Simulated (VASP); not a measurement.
Input of a VASP 6.6.1 run:

POSCAR

```
Al2O3
1.0
    2.3795000000      1.3738049655      4.3303333333
   -2.3795000000      1.3738049655      4.3303333333
    0.0000000000     -2.7476099311      4.3303333333
Al O
4 6
Direct
    0.3522000000      0.3522000000      0.3522000000
    0.6478000000      0.6478000000      0.6478000000
    0.1478000000      0.1478000000      0.1478000000
    0.8522000000      0.8522000000      0.8522000000
    0.5563000000      0.9437000000      0.2500000000
    0.4437000000      0.0563000000      0.7500000000
    0.2500000000      0.5563000000      0.9437000000
    0.7500000000      0.4437000000      0.0563000000
    0.9437000000      0.2500000000      0.5563000000
    0.0563000000      0.7500000000      0.4437000000
```

Contents of INCAR.step1:

```
SYSTEM = Al2O3
ALGO = Normal
EDIFF = 1E-4
ENCUT = 600
GGA = PE
ISMEAR = 0
LASPH = .True.
LCHARG = .False.
LREAL = .False.
LWAVE = .True.
NELM = 100
PREC = Accurate
SIGMA = 0.01
```

The input INCAR.step2:

```
SYSTEM = Al2O3
ALGO = Normal
EDIFF = 1E-6
EDIFFG = -0.001
ENCUT = 600
IBRION = 2
ISIF = 3
ISMEAR = 0
ISTART = 1
LASPH = .True.
LCHARG = .False.
LMIXTAU = .True.
LREAL = .False.
LWAVE = .False.
METAGGA = R2SCAN
NELM = 100
NSW = 80
PREC = Accurate
SIGMA = 0.01
```

The input KPOINTS:

```
k-points
0
Gamma
  5 5 5
  0 0 0
```

Potentials or basis: VASP PAW PBE potentials, release 64 (Al, O).

Launch:

```bash
$ cat potpaw_PBE.64/Al/POTCAR potpaw_PBE.64/O/POTCAR > POTCAR
$ cp INCAR.step1 INCAR
$ mpirun -np 1 vasp_std > vasp.out
$ cp INCAR.step2 INCAR
$ mpirun -np 1 vasp_std > vasp.out
```

(1) Predict the band gap on the k mesh.

(2) Estimate the relaxed cell.

## Answers

(1) 7.20 eV.

(2) a = 5.124 Å, b = 5.124 Å, c = 5.124 Å, α = 55.28°, β = 55.28°, γ = 55.28°.
